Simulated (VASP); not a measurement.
Input of a VASP 6.6.1 run:

The input INCAR:

```
SYSTEM = SnSe
PREC = Accurate
ENCUT = 520
EDIFF = 1E-6
ISMEAR = -1
SIGMA = 0.01
LREAL = .FALSE.
LASPH = .TRUE.
NELM = 80
ALGO = Normal
ISIF = 2
LWAVE = .FALSE.
LCHARG = .FALSE.
GGA = PS
NBANDS = 28
```

KPOINTS

```
Automatic mesh
0
G
  2 2 2
  0 0 0
```

The input POSCAR:

```
SnSe
1.0
    4.2853274200      0.0000000000      0.0000000000
    0.0000000000      4.2853274200      0.0000000000
    0.0000000000      0.0000000000     10.9906921300
Sn Se
2 2
Direct
    0.5000000000      0.0000000000      0.3722291100
    0.0000000000      0.5000000000      0.6277708900
    0.5000000000      0.0000000000      0.6160394900
    0.0000000000      0.5000000000      0.3839605100
```

Potentials or basis: VASP PAW PBE potentials, release 64 (Sn_d, Se).

Run with:

```bash
$ cat potpaw_PBE.64/Sn_d/POTCAR potpaw_PBE.64/Se/POTCAR > POTCAR
$ mpirun -np 1 vasp_std > vasp.out
```

Estimate the largest force.

1.092 eV/Å.

What does it give for the band gap on the k mesh?

1.71 eV (least direct gap 1.71 eV).

Forces on the atoms (eV/Å):
```
Sn   0.000  0.000  0.664
Sn   0.000  0.000 -0.664
Se   0.000  0.000 -1.092
Se   0.000  0.000  1.092
```

Caveat: the k points lie up to 0.73 Å⁻¹ apart; the PAW data sets were made with another functional, which shifts forces and pressure a little; spin-orbit coupling is left out, which moves the levels of the heavy elements.
